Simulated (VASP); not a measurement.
# Ir (Pmma) in VASP: further runs, part 2 of 2

VASP 6.6.1.

### Step 3. Single point, r2SCAN

POSCAR reads:

```
Ir
1.0
   12.2384552500      0.0000000000      0.0000000000
    0.0000000000      2.2334312600      0.0000000000
    0.0000000000      0.0000000000      7.1930008000
Ir
2
Direct
    0.2500000000      0.0000000000      0.1639884000
    0.7500000000      0.0000000000      0.8360116000
```

INCAR.step1 reads:

```
SYSTEM = Ir
PREC = Accurate
ENCUT = 520
ISMEAR = -1
SIGMA = 0.1
LREAL = .False.
LASPH = .True.
NELM = 60
NBANDS = 16
GGA = PE
ALGO = Normal
EDIFF = 1E-4
LWAVE = .True.
LCHARG = .False.
```

INCAR.step2 reads:

```
SYSTEM = Ir
PREC = Accurate
ENCUT = 520
EDIFF = 1E-7
ISMEAR = -1
SIGMA = 0.1
LREAL = .False.
LASPH = .True.
NELM = 60
ALGO = Normal
ISIF = 2
LWAVE = .False.
LCHARG = .False.
METAGGA = R2SCAN
LMIXTAU = .True.
NBANDS = 16
ISTART = 1
```

KPOINTS reads:

```
regular mesh
0
Gamma
  3 12 4
  0 0 0
```

Potentials or basis: VASP PAW PBE potentials, release 64 (Ir).

On the command line:

```
cat potpaw_PBE.64/Ir/POTCAR > POTCAR
cp INCAR.step1 INCAR
mpirun -np 1 vasp_std > vasp.out
cp INCAR.step2 INCAR
mpirun -np 1 vasp_std > vasp.out
```

OUTCAR:

```text
SYSTEM = Ir
   PREC = Accurate
   ENCUT = 520
   EDIFF = 1E-7
   ISMEAR = -1
   LREAL = .False.
   LASPH = .True.
   NELM = 60
   ISIF = 2
   METAGGA = R2SCAN
   ISTART = 1

 ion  position               nearest neighbor table
   1  0.250  0.000  0.164-
   2  0.750  0.000  0.836-

  LATTYP: Found a simple orthorhombic cell.
 ALAT       =     2.2334312600
 B/A-ratio  =     3.2206054105
 C/A-ratio  =     5.4796650648

  Lattice vectors:

 A1 = (   0.0000000000,   2.2334312600,   0.0000000000)
 A2 = (   0.0000000000,   0.0000000000,   7.1930008000)
 A3 = (  12.2384552500,   0.0000000000,   0.0000000000)

Analysis of symmetry for initial positions (statically):
=====================================================================
 Subroutine PRICEL returns:
 Original cell was already a primitive cell.

 Routine SETGRP: Setting up the symmetry group for a
 simple orthorhombic supercell.

 Subroutine GETGRP returns: Found  8 space group operations
 (whereof  4 operations were pure point group operations)
 out of a pool of  8 trial point group operations.

The static configuration has the point symmetry C_2h.
 The point group associated with its full space group is D_2h.

Analysis of symmetry for dynamics (positions and initial velocities):
=====================================================================
 Subroutine PRICEL returns:
 Original cell was already a primitive cell.

 Routine SETGRP: Setting up the symmetry group for a
 simple orthorhombic supercell.

 Subroutine GETGRP returns: Found  8 space group operations
 (whereof  4 operations were pure point group operations)
 out of a pool of  8 trial point group operations.

The dynamic configuration has the point symmetry C_2h.
 The point group associated with its full space group is D_2h.

 Subroutine INISYM returns: Found  8 space group operations
 (whereof  4 operations are pure point group operations),
 and found     1 'primitive' translations

----------------------------------------------------------------------------------------

                                     Primitive cell

  volume of cell :     196.6117

  direct lattice vectors                    reciprocal lattice vectors
    12.238455250  0.000000000  0.000000000     0.081709659  0.000000000  0.000000000
     0.000000000  2.233431260  0.000000000     0.000000000  0.447741562  0.000000000
     0.000000000  0.000000000  7.193000800     0.000000000  0.000000000  0.139024036

  length of vectors
    12.238455250  2.233431260  7.193000800     0.081709659  0.447741562  0.139024036

  position of ions in fractional coordinates (direct lattice)
     0.250000000  0.000000000  0.163988400
     0.750000000  0.000000000  0.836011600

  ion indices of the primitive-cell ions
   primitive index   ion index
                 1           1
                 2           2

----------------------------------------------------------------------------------------

 KPOINTS: regular mesh

Automatic generation of k-mesh.
 Grid dimensions read from file:
 generate k-points for:    3   12    4

 Generating k-lattice:

  Cartesian coordinates                     Fractional coordinates (reciprocal lattice)
     0.027236553  0.000000000  0.000000000     0.333333333  0.000000000  0.000000000
     0.000000000  0.037311797  0.000000000     0.000000000  0.083333333  0.000000000
     0.000000000  0.000000000  0.034756009     0.000000000  0.000000000  0.250000000

  Length of vectors
     0.027236553  0.037311797  0.034756009

  Shift w.r.t. Gamma in fractional coordinates (k-lattice)
     0.000000000  0.000000000  0.000000000

 Subroutine IBZKPT returns following result:
 ===========================================

 Found     42 irreducible k-points:

 Following reciprocal coordinates:
            Coordinates               Weight
  0.000000  0.000000  0.000000      1.000000
  0.333333  0.000000  0.000000      2.000000
  0.000000  0.083333  0.000000      2.000000
  0.333333  0.083333  0.000000      4.000000
  0.000000  0.166667  0.000000      2.000000
  0.333333  0.166667  0.000000      4.000000
[... 16 lines left out ...]
  0.000000  0.333333  0.250000      4.000000
  0.333333  0.333333  0.250000      8.000000
 [... further k-points ...]
   k-points           NKPTS =     42   k-points in BZ     NKDIM =     42   number of bands    NBANDS=     16
   number of dos      NEDOS =    301   number of ions     NIONS =      2
   total plane-waves  NPLWV =  93312
   dimension x,y,z NGX =    96 NGY =   18 NGZ =   54
   dimension x,y,z NGXF=   192 NGYF=   36 NGZF=  108
   ions per type =               2
   NGX,Y,Z   is equivalent  to a cutoff of  13.04, 13.40, 12.48 a.u.
   NGXF,Y,Z  is equivalent  to a cutoff of  26.08, 26.80, 24.96 a.u.
 SYSTEM =  Ir
   PREC   = accura    normal or accurate (medium, high low for compatibility)
   ISTART =      1    job   : 0-new  1-cont  2-samecut
   ICHARG =      0    charge: 1-file 2-atom 10-const
   ISPIN  =      1    spin polarized calculation?
   LNONCOLLINEAR =      F non collinear calculations
   LSORBIT =      F    spin-orbit coupling
   LASPH  =      T    aspherical Exc in radial PAW
   ENCUT  =  520.0 eV  38.22 Ry    6.18 a.u.  22.76  4.15 13.37*2*pi/ulx,y,z
   NELM   =     60;   NELMIN=  2; NELMDL=  0     # of ELM steps
   EDIFF  = 0.1E-06   stopping-criterion for ELM
   LREAL  =      F    real-space projection
   EDIFFG = 0.1E-05   stopping-criterion for IOM
   NSW    =      0    number of steps for IOM
   IBRION =     -1    ionic relax: 0-MD 1-quasi-New 2-CG
   NFREE  =      0    steps in history (QN), initial steepest desc. (CG)
   ISIF   =      2    stress and relaxation
   ISYM   =      2    0-nonsym 1-usesym 2-fastsym
   POTIM  = 0.5000    time-step for ionic-motion
   TEBEG  =    0.0;   TEEND  =   0.0 temperature during run
   PSTRESS=    0.0 pullay stress
   NELECT =      18.0000    total number of electrons
   NUPDOWN=      -1.0000    fix difference up-down
   EMIN   =  10.00;   EMAX   =-10.00  energy-range for DOS
   EFERMI =   0.00;   METHOD = LEGACY
   ISMEAR =    -1;   SIGMA  =   0.10  broadening in eV -4-tet -1-fermi 0-gaus
   EFERMI_NEDOS =   21; number of points for ismear=-14 and -15
   IALGO  =     38    algorithm
   IMIX   =      4    mixing-type and parameters
     AMIX     =   0.40;   BMIX     =  1.00
     AMIX_MAG =   1.60;   BMIX_MAG =  1.00
  volume/ion in A,a.u.               =      98.31       663.40
  Fermi-wavevector in a.u.,A,eV,Ry     =   0.737841  1.394317  7.407131  0.544409
  Thomas-Fermi vector in A             =   1.831619
   LORBIT       =      0    0 simple, 1 ext, 2 COOP (PROOUT), +10 PAW based schemes
   METAGGA = R2SCAN    functional components
   LHFCALC =     F    Hartree Fock is set to
   AEXX    =    0.0000 exact exchange contribution
   IVDW    =     0    specifies the selected vdW correction
   LEPSILON=     F    determine dielectric tensor
   LRPA    =     F    only Hartree local field effects (RPA)
 non-spin polarized calculation
  energy-cutoff  :      520.00
  volume of cell :      196.61
 maximum number of plane-waves:      5340
 NGX is ok and might be reduce to    96
   NGX = 45   NGY =  9   NGZ = 27

 number of electron      18.0000000 magnetization

 Free energy of the ion-electron system (eV)
  ---------------------------------------------------
  ext. energy  EPLUGINS =         0.00000000
  ---------------------------------------------------
  free energy    TOTEN  =       -96.51467531 eV

  energy without entropy =      -96.32994656  energy(sigma->0) =      -96.42231094

 E-fermi :  -3.7937     XC(G=0):  -4.2338

 val. band max:       -3.8070168898   @ k =   0.3333   0.4167   0.5000
 cond. band min:      -3.6692558490   @ k =   0.3333   0.5000   0.0000
 fundamental gap:      0.1377610408
 Fermi energy:        -3.7936939403

 k-point     1 :       0.0000    0.0000    0.0000
  band No.  band energies     occupation
      1     -11.5710      2.00000
      2     -11.5706      2.00000
      3      -6.0345      2.00000
      4      -5.9781      2.00000
      5      -5.4654      2.00000
      6      -5.4619      2.00000
[... 8 lines left out ...]
     15      -0.2994      0.00000
     16      -0.1909      0.00000
[... 419 lines left out ...]
 k-point    24 :       0.3333    0.3333    0.2500
  band No.  band energies     occupation
      1      -7.4233      2.00000
      2      -7.4227      2.00000
      3      -7.4222      2.00000
      4      -7.4217      2.00000
      5      -4.1752      1.95687
      6      -4.1749      1.95675
[... 8 lines left out ...]
     15       4.2751      0.00000
     16       4.6560      0.00000

 [... further k-points ...]

------------------------ aborting loop because EDIFF is reached ----------------------------------------

  FORCE on cell =-STRESS in cart. coord.  units (eV):
  Direction    XX          YY          ZZ          XY          YZ          ZX
  --------------------------------------------------------------------------------------
  -------------------------------------------------------------------------------------
  Total       -0.0494564      1.4672395     -0.0324120      0.0000000      0.0000000      0.0000000
  in kB       -0.4030174     11.9564508     -0.2641232      0.0000000      0.0000000      0.0000000
  external PRESSURE =       3.7631034 kB  Pullay stress =       0.0000000 kB

 VOLUME and BASIS-vectors are now :
 -----------------------------------------------------------------------------
  energy-cutoff  :      520.00
  volume of cell :      196.61
      direct lattice vectors                 reciprocal lattice vectors
    12.238455250  0.000000000  0.000000000     0.081709659  0.000000000  0.000000000
     0.000000000  2.233431260  0.000000000     0.000000000  0.447741562  0.000000000
     0.000000000  0.000000000  7.193000800     0.000000000  0.000000000  0.139024036

 POSITION                                       TOTAL-FORCE (eV/Angst)
 -----------------------------------------------------------------------------------
      3.05961      0.00000      1.17957         0.000000      0.000000     -0.001831
      9.17884      0.00000      6.01343         0.000000      0.000000      0.001831
 -----------------------------------------------------------------------------------
    total drift:                                0.000000      0.000000     -0.000000

  FREE ENERGIE OF THE ION-ELECTRON SYSTEM (eV)
  ---------------------------------------------------
  free  energy   TOTEN  =       -96.5146753105 eV

  energy  without entropy=      -96.3299465625  energy(sigma->0) =      -96.42231094
```

OUTCAR.step1:

```text
SYSTEM = Ir
   PREC = Accurate
   ENCUT = 520
   ISMEAR = -1
   LREAL = .False.
   LASPH = .True.
[... 681 lines left out ...]
      3.05961      0.00000      1.17957         0.000000      0.000000     -0.000790
      9.17884      0.00000      6.01343        -0.000000      0.000000      0.000790
 -----------------------------------------------------------------------------------
    total drift:                                0.000000      0.000000     -0.000000

  FREE ENERGIE OF THE ION-ELECTRON SYSTEM (eV)
  ---------------------------------------------------
  free  energy   TOTEN  =       -10.1550051292 eV

  energy  without entropy=       -9.9705174653  energy(sigma->0) =      -10.06276130
```

Wall time 3.8 min (1 thread of Intel Xeon 6975P-C (Granite Rapids), shared host); peak memory 0.39 GiB.

What came out:

```yaml
Free_energy: -96.5147 eV
Pressure: 0.4 GPa
Band_gap_on_the_k_mesh: zero (bands 9 and 10 overlap by 3.46 eV)
```

Caveat: the PAW data sets were made with another functional, which shifts forces and pressure a little; spin-orbit coupling is left out, which moves the levels of the heavy elements.
